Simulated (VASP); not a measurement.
Here is a VASP 6.6.1 calculation.

The input INCAR:

```
  ALGO = Normal
  EDIFF = 1E-6
  ENCUT = 520
  GGA = PE
  ISIF = 2
  ISMEAR = 1
  LASPH = T
  LCHARG = F
  LREAL = F
  LWAVE = F
  NBANDS = 10
  NELM = 100
  PREC = Accurate
  SIGMA = 1.0
```

File KPOINTS:

```
k-points
0
Gamma
  7 7 7
```

Contents of POSCAR:

```
Cs
1.0
   -3.0771709509      3.0771709509      3.0771709509
    3.0771709509     -3.0771709509      3.0771709509
    3.0771709509      3.0771709509     -3.0771709509
Cs
1
Direct
    0.0000000000      0.0000000000      0.0000000000
```

Potentials or basis: VASP PAW PBE potentials, release 64 (Cs_sv).

Launch:

```sh
$ cat potpaw_PBE.64/Cs_sv/POTCAR > POTCAR
$ mpirun -np 1 vasp_std > vasp.out
```

Problem. What does it give for the pressure?

Solution. 0.0 GPa.

Problem. Predict the band gap on the k mesh.

Solution. Zero (an odd number of electrons rules out a gap without spin polarisation).

Caveat: so wide a smearing shifts energies and pressures; spin-orbit coupling is left out, which moves the levels of the heavy elements.
